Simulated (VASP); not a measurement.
A run of VASP 6.6.1:

INCAR

```
SYSTEM = Ir3O2
PREC = Accurate
ENCUT = 520
EDIFF = 1E-7
ISMEAR = 0
SIGMA = 0.1
LREAL = .FALSE.
LASPH = .TRUE.
NELM = 60
ALGO = Normal
ISIF = 2
LWAVE = .FALSE.
LCHARG = .FALSE.
GGA = PE
NBANDS = 28
```

File KPOINTS:

```
Automatic mesh
0
G
  6 6 4
  0 0 0
```

The input POSCAR:

```
Ir3O2
1.0
    3.6656462566      0.0000000000      0.0000000000
   -1.8328231283      3.1745427795      0.0000000000
    0.0000000000      0.0000000000      5.6347354016
Ir O
3 2
Direct
    0.0000000000      0.0000000000      0.0000000000
    0.3333333333      0.6666666667      0.7471377564
    0.6666666667      0.3333333333      0.2528622436
    0.3333333333      0.6666666667      0.3887321288
    0.6666666667      0.3333333333      0.6112678712
```

Potentials or basis: VASP PAW PBE potentials, release 64 (Ir, O).

Launch:

```console
$ cat potpaw_PBE.64/Ir/POTCAR potpaw_PBE.64/O/POTCAR > POTCAR
$ mpirun -np 1 vasp_std > vasp.out
```

Hardware: 1 thread of Intel(R) Xeon(R) 6975P-C (Granite Rapids) (shared host).

Q: Estimate the wall time of this run.

A: Run time: 25 s on 1 thread of Intel(R) Xeon(R) 6975P-C (Granite Rapids) (shared host), peak memory 0.19 GiB. Counts: scf iterations 17, k points 24.
